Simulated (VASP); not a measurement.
Input of a VASP 6.6.1 run:

The input INCAR:

```
PREC = Accurate ; ENCUT = 520
EDIFF = 1E-6 ; ISMEAR = -1
SIGMA = 0.05 ; LREAL = False
LASPH = True ; NELM = 150
ALGO = Normal ; ISIF = 2
LWAVE = False ; LCHARG = False
ISPIN = 2 ; MAGMOM = 3 3 -3 -3
LORBIT = 11 ; LMAXMIX = 4
GGA = PE ; NBANDS = 36
```

The input KPOINTS:

```
Automatic mesh
0
Gamma
  10 10 5
```

POSCAR

```
Cr
1.0
    2.9688993551      0.0000000000      0.0000000000
    0.0000000000      2.9688993551      0.0000000000
    0.0000000000      0.0000000000      5.9377987102
Cr
4
Direct
    0.0000000000      0.0000000000      0.0000000000
    0.0000000000      0.0000000000      0.5000000000
    0.5000000000      0.5000000000      0.2500000000
    0.5000000000      0.5000000000      0.7500000000
```

Potentials or basis: VASP PAW PBE potentials, release 64 (Cr_pv).

Launch:

```console
$ cat potpaw_PBE.64/Cr_pv/POTCAR > POTCAR
$ mpirun -np 1 vasp_std > vasp.out
```

Q: Predict the band gap on the k mesh.

A: Zero (filled and empty bands overlap).

Q: What does it give for the net moment?

A: 0.00 μB per cell.

Q: Estimate the pressure.

A: -13.1 GPa.

Q: Estimate the site moments.

A: Cr +1.82, -1.82 (each value once) μB.

Caveat: the cell stands under tension; the antiferromagnetic order is the one typed at the start, and another may lie lower.
